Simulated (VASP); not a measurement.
Write the native input for VASP 6.6.1 that does the following.

```yaml
Task: single point
Functional: LDA
Potentials_or_basis: VASP PAW LDA potentials, release 64 (Mn_pv, V_sv)
Cutoff: 520 eV
k_mesh: 11 × 11 × 11
Occupations: fermi-dirac, width 0.05 eV
Spin: collinear spin, ferromagnetic start
Starting_moments: "[1.6, 1.6] μB"
Fixed_moment: 3.2 μB
Dipole_correction: no
Further_INCAR_settings: ALGO = Normal; EDIFF = 1e-06; NBANDS = 24
```

The structure of MnV lies in POSCAR:

```
MnV
1.0
    2.9000000000      0.0000000000      0.0000000000
    0.0000000000      2.9000000000      0.0000000000
    0.0000000000      0.0000000000      2.9000000000
Mn V
1 1
Direct
    0.0000000000      0.0000000000      0.0000000000
    0.5000000000      0.5000000000      0.5000000000
```

One way to write it, as run:

INCAR

```
ALGO     = Normal         # electronic algorithm
EDIFF    = 1E-6           # SCF threshold, eV
ENCUT    = 520            # plane-wave cutoff, eV
GGA      = CA             # functional
ISIF     = 2              # what is computed and relaxed
ISMEAR   = -1             # smearing method
ISPIN    = 2              # spin polarisation
LASPH    = True           # aspherical terms in the spheres
LCHARG   = False          # write CHGCAR
LMAXMIX  = 4              # l up to which the mixer works
LORBIT   = 11             # projections on sites
LREAL    = False          # projectors in reciprocal space
LWAVE    = False          # write WAVECAR
MAGMOM   = 1.6 1.6        # initial moments
NBANDS   = 24             # bands
NELM     = 150            # most SCF steps
NUPDOWN  = 3.2            # fixed moment
PREC     = Accurate       # precision mode
SIGMA    = 0.05           # smearing width, eV
```

KPOINTS

```
k-points
0
Gamma
  11 11 11
```

Potentials or basis: VASP PAW LDA potentials, release 64 (Mn_pv, V_sv).

Run with:

```console
$ cat potpaw_LDA.64/Mn_pv/POTCAR potpaw_LDA.64/V_sv/POTCAR > POTCAR
$ mpirun -np 1 vasp_std > vasp.out
```

It gave:

```json
{
 "Pressure": "1.4 GPa",
 "Net moment": "3.20 μB per cell",
 "Site moments": "Mn +2.33; V +0.64 μB",
 "Valence electrons inside the program's atomic spheres": "Mn 11.93; V 11.73"
}
```

Caveat: the total moment is fixed, so each spin has its own Fermi level.

It took 74 s on 1 thread of Intel Xeon 8259CL (shared host), peak memory 0.17 GiB.
